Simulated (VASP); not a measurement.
Here is a VASP 6.6.1 calculation.

File INCAR:

```
PREC     = Accurate       # precision mode
ENCUT    = 520            # plane-wave cutoff, eV
EDIFF    = 1E-6           # SCF threshold, eV
ISMEAR   = 0              # smearing method
SIGMA    = 0.1            # smearing width, eV
LREAL    = F              # projectors in reciprocal space
LASPH    = T              # aspherical terms in the spheres
NELM     = 100            # most SCF steps
ALGO     = Fast           # electronic algorithm
ISIF     = 2              # what is computed and relaxed
LWAVE    = F              # write WAVECAR
LCHARG   = F              # write CHGCAR
GGA      = PE             # functional
NBANDS   = 8              # bands
```

Contents of KPOINTS:

```
Automatic mesh
0
Gamma
  18 18 18
```

Contents of POSCAR:

```
Al
1.0
   -1.5844905439      1.5844905439      1.5844905439
    1.5844905439     -1.5844905439      1.5844905439
    1.5844905439      1.5844905439     -1.5844905439
Al
1
Direct
    0.0000000000      0.0000000000      0.0000000000
```

Potentials or basis: VASP PAW PBE potentials, release 64 (Al).

Run with:

```console
$ cat potpaw_PBE.64/Al/POTCAR > POTCAR
$ mpirun -np 1 vasp_std > vasp.out
```

Question: What does it give for the pressure?

Answer: 4.9 GPa.
